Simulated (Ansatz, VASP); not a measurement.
One calculation of EuH4, two programs

File INCAR:

```
SYSTEM = EuH4
  ALGO = Normal
  EDIFF = 1E-7
  EDIFFG = -0.04
  ENCUT = 600
  GGA = PE
  IBRION = 2
  ISIF = 3
  ISMEAR = 0
  ISPIN = 2
  LASPH = .True.
  LCHARG = .False.
  LMAXMIX = 6
  LORBIT = 11
  LREAL = .False.
  LWAVE = .False.
  MAGMOM = 7 0 0 0 0
  NELM = 150
  NSW = 90
  PREC = Accurate
  SIGMA = 0.1
```

KPOINTS

```
k-points
0
Gamma
  6 6 6
  0 0 0
```

The input POSCAR:

```
EuH4
1.0
   -2.7815664900      2.7815664900      1.7450112800
    2.7815664900     -2.7815664900      1.7450112800
    2.7815664900      2.7815664900     -1.7450112800
Eu H
1 4
Direct
    0.0000000000      0.0000000000      0.0000000000
    0.4000000100      0.2000000100      0.6000000200
    0.2000000100      0.5999999900      0.8000000000
    0.5999999900      0.7999999900      0.3999999800
    0.7999999900      0.4000000100      0.2000000000
```

Input for Ansatz:

```yaml
crystal:
  lattice:
    - [-2.78156649, 2.78156649, 1.74501128]
    - [2.78156649, -2.78156649, 1.74501128]
    - [2.78156649, 2.78156649, -1.74501128]
  atoms:
    - { symbol: Eu, position: [0.0, 0.0, 0.0], spin: 7.0 }
    - { symbol: H, position: [0.40000001, 0.20000001, 0.60000002] }
    - { symbol: H, position: [0.20000001, 0.59999999, 0.8] }
    - { symbol: H, position: [0.59999999, 0.79999999, 0.39999998] }
    - { symbol: H, position: [0.79999999, 0.40000001, 0.2] }
basis:
  ecutwfc: 420
kpoints:
  mp_grid: { grid: [6, 6, 6] }
hamiltonian:
  xc: pbe
scf:
  occupations: { method: gaussian, width: 0.1 }
  lower_state_search: "off"
output:
  forces: true
  stress: true
  eigenvalues: true
  populations: true
magnetization:
  spin_polarized: true
relax:
  adjacent_minimum: "off"
  f_tol: 0.04
  max_steps: 70
  cell: { stress_tol: 0.4 }
```

Change from the starting cell: species swapped into the HoAu4 type (I4/m, No. 87).

Alike in both runs: task relaxation of cell and atoms; functional PBE; k mesh 6 × 6 × 6; occupations gaussian, width 0.1 eV; collinear spin.

|  | VASP | Ansatz |
| --- | --- | --- |
| version | VASP 6.6.1 | Ansatz 0.2.0 |
| potentials or method | VASP PAW PBE potentials, release 64 (Eu, H), cutoff 600 eV | scalar-relativistic, plane waves, PAW |
| valence electrons in the cell | 21 | 21 |

VASP gave:

```
gap on the k mesh at the Fermi level, each at its own relaxed structure (eV)  : none
net moment per atom (μB)                                                      : 1.32
size of the moment on the site where the two differ most (μB)                 : 6.36
relaxed volume (Å³/atom)                                                      : 8.12
relaxed length of the cell vector where the two differ most in proportion (Å) : 3.756
```

Which values does Ansatz return?

gap on the k mesh at the Fermi level, each at its own relaxed structure (eV): none; net moment per atom (μB): 1.32; size of the moment on the site where the two differ most (μB): 6.31; relaxed volume (Å³/atom): 8.16; relaxed length of the cell vector where the two differ most in proportion (Å): 3.761.

Site moments also hang on the region over which each program counts them. A gap of «none» marks a metal or a gap that the smearing closes.

Spin-orbit coupling is off throughout. Noted on VASP's run: the volume moved by over 15 % at a fixed basis, so the end points are rough.
